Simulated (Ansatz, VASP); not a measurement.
BaTiO3: VASP beside Ansatz

Contents of INCAR:

```
SYSTEM = BaTiO3
PREC     = Accurate       ! precision mode
ENCUT    = 520            ! plane-wave cutoff, eV
EDIFF    = 1E-6           ! SCF threshold, eV
ISMEAR   = 0              ! smearing method
SIGMA    = 0.02           ! smearing width, eV
LREAL    = .FALSE.        ! projectors in reciprocal space
LASPH    = .TRUE.         ! aspherical terms in the spheres
NELM     = 60             ! most SCF steps
ALGO     = Normal         ! electronic algorithm
ISIF     = 2              ! what is computed and relaxed
LWAVE    = .FALSE.        ! write WAVECAR
LCHARG   = .FALSE.        ! write CHGCAR
GGA      = PS             ! functional
NBANDS   = 28             ! bands
```

Contents of KPOINTS:

```
Automatic mesh
0
G
  8 8 8
  0 0 0
```

File POSCAR:

```
BaTiO3
1.0
    3.9852569514      0.0000000000      0.0000000000
    0.0000000000      3.9852569514      0.0000000000
    0.0000000000      0.0000000000      4.2022181556
Ba Ti O
1 1 3
Direct
    0.0000000000      0.0000000000     -0.0106980007
    0.5000000000      0.5000000000      0.4720516320
    0.5000000000      0.5000000000      0.0408797620
    0.5000000000      0.0000000000      0.5203833034
    0.0000000000      0.5000000000      0.5203833034
```

Input for Ansatz:

```yaml
crystal:
  lattice:
    - [3.9852569514, 0.0, 0.0]
    - [0.0, 3.9852569514, 0.0]
    - [0.0, 0.0, 4.2022181556]
  atoms:
    - { symbol: Ba, position: [0.0, 0.0, -0.0106980007] }
    - { symbol: Ti, position: [0.5, 0.5, 0.472051632] }
    - { symbol: O, position: [0.5, 0.5, 0.040879762] }
    - { symbol: O, position: [0.5, 0.0, 0.5203833034] }
    - { symbol: O, position: [0.0, 0.5, 0.5203833034] }
basis:
  ecutwfc: 420
kpoints:
  mp_grid: { grid: [8, 8, 8] }
  band_path:
    path:
      - [[0.0, 0.0, 0.0], [0.0, 0.5, 0.0], [0.5, 0.5, 0.0], [0.0, 0.0, 0.0], [0.0, 0.0, 0.5], [0.0, 0.5, 0.5], [0.5, 0.5, 0.5], [0.0, 0.0, 0.5]]
      - [[0.0, 0.5, 0.0], [0.0, 0.5, 0.5]]
      - [[0.5, 0.5, 0.0], [0.5, 0.5, 0.5]]
    npoints: 14
hamiltonian:
  xc: pbesol
scf:
  occupations: { method: gaussian, width: 0.02 }
  n_extra_bands: 12
output:
  forces: true
  stress: true
  eigenvalues: true
  populations: true
  dos: { projected: true, de: 0.02, nscf_kmesh: { grid: [12, 12, 12] } }
  bader: true
  write_density: true
  write_potential: true
  elf: true
  volumetric_format: npy
```

Alike in both runs: task single point; functional PBEsol; k mesh 8 × 8 × 8; occupations gaussian, width 0.02 eV; no spin polarisation.

|  | VASP | Ansatz |
| --- | --- | --- |
| version | VASP 6.6.1 | Ansatz 0.2.0 |
| potentials or method | VASP PAW PBE potentials, release 64 (Ba_sv, Ti_sv, O), cutoff 520 eV | scalar-relativistic, plane waves, PAW |
| valence electrons in the cell | 40 | 40 |

```csv
,VASP,Ansatz,Ansatz less VASP
gap on the k mesh at the Fermi level (eV),1.74,1.80,+0.055
least direct gap on the mesh (eV),2.32,2.35,+0.035
pressure (GPa),-4.3,-5.9,-1.61
"traceless stress, the component that is largest in VASP (GPa)",0.17,0.12,-0.047
rms of the force components (eV/Å),0.019,0.038,+0.0190
```

VASP's potentials were made for PBE, not for PBEsol. Atom by atom the forces differ by 0.033 eV/Å (rms over components).

Spin-orbit coupling is off throughout.
